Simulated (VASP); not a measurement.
# AlNi (P4mm) in VASP: single point with PBEsol

Aim: the single point of AlNi with PBEsol.

Everything below comes from runs of VASP 6.6.1. Logs are shortened: lines on timing, memory, paths and dates and some standing lists are left out, and cuts for length are marked.

### Step 1. The cell of the first run

The structure is tetragonal, space group P4mm (No. 99). Conventional cell: a = 2.862 Å, b = 2.862 Å, c = 2.862 Å, α = 90.00°, β = 90.00°, γ = 90.00°. Within 3.2 Å of Al (site symmetry 4mm) lie 8 Ni at 2.40 to 2.56 Å and 6 Al at 2.86 Å. Within 3.2 Å of Ni (site symmetry 4mm) lie 8 Al at 2.40 to 2.56 Å and 6 Ni at 2.86 Å.

### Step 2. Single point, PBEsol (atoms displaced along a vibrational mode)

The input, INCAR:

```
PREC = Accurate
ENCUT = 520
EDIFF = 1E-6
ISMEAR = 0
SIGMA = 0.15
LREAL = False
LASPH = True
NELM = 80
ALGO = Fast
ISIF = 2
LWAVE = False
LCHARG = True
GGA = PS
LELF = True
LVHAR = True
NBANDS = 14
```

The input, KPOINTS:

```
Automatic mesh
0
Gamma
  16 16 16
```

The input, POSCAR:

```
AlNi
1.0
    2.8618233745      0.0000000000      0.0000000000
    0.0000000000      2.8618233745      0.0000000000
    0.0000000000      0.0000000000      2.8618233745
Al Ni
1 1
Direct
   -0.0331956196      0.0000000000      0.0000000000
    0.5152601295      0.5000000000      0.5000000000
```

Potentials or basis: VASP PAW PBE potentials, release 64 (Al, Ni).

On the command line:

```sh
> cat potpaw_PBE.64/Al/POTCAR potpaw_PBE.64/Ni/POTCAR > POTCAR
> mpirun -np 1 vasp_std > vasp.out
```

OUTCAR:

```text
PREC = Accurate
   ENCUT = 520
   EDIFF = 1E-6
   ISMEAR = 0
   LREAL = False
   LASPH = True
   NELM = 80
   ISIF = 2
   GGA = PS

 ion  position               nearest neighbor table
   1  0.967  0.000  0.000-   2 2.40   2 2.40   2 2.40   2 2.40   2 2.56   2 2.56   2 2.56   2 2.56

   2  0.515  0.500  0.500-   1 2.40   1 2.40   1 2.40   1 2.40   1 2.56   1 2.56   1 2.56   1 2.56

  LATTYP: Found a simple cubic cell.
 ALAT       =     2.8618233745

  Lattice vectors:

 A1 = (   2.8618233745,   0.0000000000,   0.0000000000)
 A2 = (   0.0000000000,   2.8618233745,   0.0000000000)
 A3 = (   0.0000000000,   0.0000000000,   2.8618233745)

Analysis of symmetry for initial positions (statically):
=====================================================================
 Subroutine PRICEL returns:
 Original cell was already a primitive cell.

 Routine SETGRP: Setting up the symmetry group for a
 simple cubic supercell.

 Subroutine GETGRP returns: Found  8 space group operations
 (whereof  8 operations were pure point group operations)
 out of a pool of 48 trial point group operations.

The static configuration has the point symmetry C_4v.

Analysis of symmetry for dynamics (positions and initial velocities):
=====================================================================
 Subroutine PRICEL returns:
 Original cell was already a primitive cell.

 Routine SETGRP: Setting up the symmetry group for a
 simple cubic supercell.

 Subroutine GETGRP returns: Found  8 space group operations
 (whereof  8 operations were pure point group operations)
 out of a pool of 48 trial point group operations.

The dynamic configuration has the point symmetry C_4v.

 Subroutine INISYM returns: Found  8 space group operations
 (whereof  8 operations are pure point group operations),
 and found     1 'primitive' translations

----------------------------------------------------------------------------------------

                                     Primitive cell

  volume of cell :      23.4384

  direct lattice vectors                    reciprocal lattice vectors
     2.861823375  0.000000000  0.000000000     0.349427574  0.000000000  0.000000000
     0.000000000  2.861823375  0.000000000     0.000000000  0.349427574  0.000000000
     0.000000000  0.000000000  2.861823375     0.000000000  0.000000000  0.349427574

  length of vectors
     2.861823375  2.861823375  2.861823375     0.349427574  0.349427574  0.349427574

  position of ions in fractional coordinates (direct lattice)
     0.966804380  0.000000000  0.000000000
     0.515260129  0.500000000  0.500000000

  ion indices of the primitive-cell ions
   primitive index   ion index
                 1           1
                 2           2

----------------------------------------------------------------------------------------

 KPOINTS: Automatic mesh

Automatic generation of k-mesh.
 Grid dimensions read from file:
 generate k-points for:   16   16   16

 Generating k-lattice:

  Cartesian coordinates                     Fractional coordinates (reciprocal lattice)
     0.021839223  0.000000000  0.000000000     0.062500000  0.000000000  0.000000000
     0.000000000  0.021839223  0.000000000     0.000000000  0.062500000  0.000000000
     0.000000000  0.000000000  0.021839223     0.000000000  0.000000000  0.062500000

  Length of vectors
     0.021839223  0.021839223  0.021839223

  Shift w.r.t. Gamma in fractional coordinates (k-lattice)
     0.000000000  0.000000000  0.000000000

 Subroutine IBZKPT returns following result:
 ===========================================

 Found    405 irreducible k-points:

 Following reciprocal coordinates:
            Coordinates               Weight
  0.000000  0.000000  0.000000      1.000000
  0.062500  0.000000  0.000000      2.000000
  0.000000  0.062500  0.000000      4.000000
  0.125000  0.000000  0.000000      2.000000
  0.000000  0.125000  0.000000      4.000000
  0.187500  0.000000  0.000000      2.000000
[... 16 lines left out ...]
  0.187500  0.062500  0.000000      8.000000
  0.000000  0.187500  0.062500      8.000000
 [... further k-points ...]
   k-points           NKPTS =    405   k-points in BZ     NKDIM =    405   number of bands    NBANDS=     14
   number of dos      NEDOS =    301   number of ions     NIONS =      2
   total plane-waves  NPLWV =  13824
   dimension x,y,z NGX =    24 NGY =   24 NGZ =   24
   dimension x,y,z NGXF=    48 NGYF=   48 NGZF=   48
   ions per type =               1   1
   NGX,Y,Z   is equivalent  to a cutoff of  13.94, 13.94, 13.94 a.u.
   NGXF,Y,Z  is equivalent  to a cutoff of  27.88, 27.88, 27.88 a.u.
 SYSTEM =  unknown system
   PREC   = accura    normal or accurate (medium, high low for compatibility)
   ISTART =      0    job   : 0-new  1-cont  2-samecut
   ICHARG =      2    charge: 1-file 2-atom 10-const
   ISPIN  =      1    spin polarized calculation?
   LNONCOLLINEAR =      F non collinear calculations
   LSORBIT =      F    spin-orbit coupling
   LASPH  =      T    aspherical Exc in radial PAW
   ENCUT  =  520.0 eV  38.22 Ry    6.18 a.u.   5.32  5.32  5.32*2*pi/ulx,y,z
   NELM   =     80;   NELMIN=  2; NELMDL= -5     # of ELM steps
   EDIFF  = 0.1E-05   stopping-criterion for ELM
   LREAL  =      F    real-space projection
   EDIFFG = 0.1E-04   stopping-criterion for IOM
   NSW    =      0    number of steps for IOM
   IBRION =     -1    ionic relax: 0-MD 1-quasi-New 2-CG
   NFREE  =      0    steps in history (QN), initial steepest desc. (CG)
   ISIF   =      2    stress and relaxation
   ISYM   =      2    0-nonsym 1-usesym 2-fastsym
   POTIM  = 0.5000    time-step for ionic-motion
   TEBEG  =    0.0;   TEEND  =   0.0 temperature during run
   PSTRESS=    0.0 pullay stress
   NELECT =      13.0000    total number of electrons
   NUPDOWN=      -1.0000    fix difference up-down
   EMIN   =  10.00;   EMAX   =-10.00  energy-range for DOS
   EFERMI =   0.00;   METHOD = LEGACY
   ISMEAR =     0;   SIGMA  =   0.15  broadening in eV -4-tet -1-fermi 0-gaus
   EFERMI_NEDOS =   21; number of points for ismear=-14 and -15
   IALGO  =     68    algorithm
   IMIX   =      4    mixing-type and parameters
     AMIX     =   0.40;   BMIX     =  1.00
     AMIX_MAG =   1.60;   BMIX_MAG =  1.00
  volume/ion in A,a.u.               =      11.72        79.09
  Fermi-wavevector in a.u.,A,eV,Ry     =   1.345075  2.541823 24.616019  1.809226
  Thomas-Fermi vector in A             =   2.473017
   LORBIT       =      0    0 simple, 1 ext, 2 COOP (PROOUT), +10 PAW based schemes
   GGA     = PS    functional components
   LHFCALC =     F    Hartree Fock is set to
   AEXX    =    0.0000 exact exchange contribution
   IVDW    =     0    specifies the selected vdW correction
   LEPSILON=     F    determine dielectric tensor
   LRPA    =     F    only Hartree local field effects (RPA)
 non-spin polarized calculation
 RMM-DIIS sequential band-by-band and
 Gauss-broadening in eV      SIGMA  =   0.15
  energy-cutoff  :      520.00
  volume of cell :       23.44
 maximum number of plane-waves:       655
 NGX is ok and might be reduce to    24
   NGX = 11   NGY = 11   NGZ = 11

 number of electron      13.0000005 magnetization

 Free energy of the ion-electron system (eV)
  ---------------------------------------------------
  ext. energy  EPLUGINS =         0.00000000
  ---------------------------------------------------
  free energy    TOTEN  =       -11.53109558 eV

  energy without entropy =      -11.52263576  energy(sigma->0) =      -11.52686567

 E-fermi :  10.1586     XC(G=0): -12.2586

 val. band max:       10.1564573393   @ k =   0.3125   0.5000   0.4375
 cond. band min:      10.1596412615   @ k =   0.2500   0.4375   0.4375
 fundamental gap:      0.0031839222
 Fermi energy:        10.1585645359

 k-point     1 :       0.0000    0.0000    0.0000
  band No.  band energies     occupation
      1      -1.1131      2.00000
      2       6.7968      2.00000
      3       6.8178      2.00000
      4       8.5483      2.00000
      5       8.5682      2.00000
      6       8.5682      2.00000
      7      15.7499      0.00000
      8      15.7499      0.00000
      9      15.7571      0.00000
     10      18.3958      0.00000
     11      18.4106      0.00000
     12      24.1162      0.00000
     13      31.1133      0.00000
     14      31.2316      0.00000

 k-point     2 :       0.0625    0.0000    0.0000
  band No.  band energies     occupation
      1      -1.0402      2.00000
      2       6.8132      2.00000
      3       6.8141      2.00000
      4       8.5361      2.00000
      5       8.5361      2.00000
      6       8.5518      2.00000
      7      14.9568      0.00000
      8      15.8459      0.00000
      9      15.8459      0.00000
     10      18.3997      0.00000
     11      19.1431      0.00000
     12      24.3600      0.00000
     13      30.3236      0.00000
     14      30.3238      0.00000

 k-point     3 :       0.0000    0.0625    0.0000
  band No.  band energies     occupation
      1      -1.0401      2.00000
      2       6.7953      2.00000
      3       6.8325      2.00000
      4       8.5149      2.00000
      5       8.5362      2.00000
      6       8.5724      2.00000
      7      14.9316      0.00000
      8      15.8467      0.00000
      9      15.8815      0.00000
     10      18.4105      0.00000
     11      19.1141      0.00000
     12      24.3669      0.00000
     13      30.3366      0.00000
     14      30.4195      0.00000
[... 324 lines left out ...]
 k-point    23 :       0.1875    0.0625    0.0000
  band No.  band energies     occupation
      1      -0.3904      2.00000
      2       6.7110      2.00000
      3       6.9410      2.00000
      4       8.2790      2.00000
      5       8.3239      2.00000
      6       8.5469      2.00000
      7      12.2466      0.00000
      8      15.7231      0.00000
      9      16.6678      0.00000
     10      18.9952      0.00000
     11      21.6219      0.00000
     12      26.2495      0.00000
     13      26.7988      0.00000
     14      27.3980      0.00000

 k-point    24 :       0.0000    0.1875    0.0625
  band No.  band energies     occupation
      1      -0.3890      2.00000
      2       6.6986      2.00000
      3       6.9578      2.00000
      4       8.2542      2.00000
      5       8.3257      2.00000
      6       8.5670      2.00000
      7      12.2325      0.00000
      8      15.6966      0.00000
      9      16.7483      0.00000
     10      18.9750      0.00000
     11      21.5601      0.00000
     12      26.4353      0.00000
     13      26.5613      0.00000
     14      27.5890      0.00000

 [... further k-points ...]

------------------------ aborting loop because EDIFF is reached ----------------------------------------

  FORCE on cell =-STRESS in cart. coord.  units (eV):
  Direction    XX          YY          ZZ          XY          YZ          ZX
  --------------------------------------------------------------------------------------
  -------------------------------------------------------------------------------------
  Total        0.1469013      0.2995412      0.2995412      0.0000000      0.0000000      0.0000000
  in kB       10.0417126     20.4756955     20.4756955      0.0000000      0.0000000      0.0000000
  external PRESSURE =      16.9977012 kB  Pullay stress =       0.0000000 kB

 VOLUME and BASIS-vectors are now :
 -----------------------------------------------------------------------------
  energy-cutoff  :      520.00
  volume of cell :       23.44
      direct lattice vectors                 reciprocal lattice vectors
     2.861823375  0.000000000  0.000000000     0.349427574  0.000000000  0.000000000
     0.000000000  2.861823375  0.000000000     0.000000000  0.349427574  0.000000000
     0.000000000  0.000000000  2.861823375     0.000000000  0.000000000  0.349427574

 POSITION                                       TOTAL-FORCE (eV/Angst)
 -----------------------------------------------------------------------------------
      2.76682      0.00000      0.00000         0.867856      0.000000      0.000000
      1.47458      1.43091      1.43091        -0.867856      0.000000     -0.000000
 -----------------------------------------------------------------------------------
    total drift:                                0.000696      0.000000     -0.000007

  FREE ENERGIE OF THE ION-ELECTRON SYSTEM (eV)
  ---------------------------------------------------
  free  energy   TOTEN  =       -11.5310955784 eV

  energy  without entropy=      -11.5226357623  energy(sigma->0) =      -11.52686567
```

Wall time 41 s (1 thread of Intel Xeon 6975P-C (Granite Rapids), shared host); peak memory 0.25 GiB.

Results:

| Item | Value |
| --- | --- |
| Free energy | -11.5311 eV |
| Pressure | 1.7 GPa |
| Largest force | 0.868 eV/Å |
| Band gap on the k mesh | zero (an odd number of electrons rules out a gap without spin polarisation) |

Forces on the atoms (eV/Å):
```
Al   0.868  0.000  0.000
Ni  -0.868  0.000  0.000
```

Levels at points of the mesh, in eV from the Fermi level:
```tsv
k point	band 5	band 6	band 7	band 8	band 9	band 10
(0.00, 0.00, 0.00)	-1.59	-1.59	5.59	5.59	5.60	8.24
(0.50, 0.00, 0.00)	-2.31	-1.52	-0.65	8.37	10.01	10.01
(0.00, 0.50, 0.00)	-2.31	-1.50	-0.67	8.36	10.10	10.19
(0.50, 0.50, 0.00)	-2.17	-2.14	-1.05	1.50	2.58	12.54
(0.00, 0.50, 0.50)	-2.08	-2.08	-1.06	1.48	2.58	12.60
(0.50, 0.50, 0.50)	-1.01	1.91	1.91	2.00	3.69	4.61
```

Caveat: the cell differs from its parent crystal (atoms displaced along a vibrational mode); the PAW data sets were made with another functional, which shifts forces and pressure a little.
